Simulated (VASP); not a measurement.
Crystal: Sn.

```
CELL_PARAMETERS angstrom
-1.91373 1.91373 1.91373
1.91373 -1.91373 1.91373
1.91373 1.91373 -1.91373
ATOMIC_POSITIONS crystal
Sn 0.00000 0.00000 0.00000
```

- Program: VASP 6.6.1
- Task: relaxation of cell and atoms
- Functional: LDA
- Potentials or basis: VASP PAW LDA potentials, release 64 (Sn_d)
- Cutoff: 600 eV
- k mesh: 12 × 12 × 12
- Occupations: fermi-dirac, width 0.1 eV
- Spin: no spin polarisation

At the start: pressure -4.6 GPa; volume 28.03 Å³/atom.

Question: Where does the relaxation end?

Answer: Over 3 steps the energy falls by 40.9 meV/atom and the volume is 25.43 Å³/atom (-9.3 %); space group Im-3m (No. 229, to 0.05 Å).

Step by step:
```tsv
step	energy change (eV)	largest force (eV/Å)	pressure (GPa)	volume (Å³)
1	0.0000	0.0000	-4.62	28.03
2	-0.0386	0.0000	1.35	24.88
3	-0.0409	0.0000	0.01	25.43
```

Final structure:
```
Sn
1.0
    -1.85246    1.85246    1.85246
     1.85246   -1.85246    1.85246
     1.85246    1.85246   -1.85246
Sn
1
Direct
  0.00000 0.00000 0.00000
```
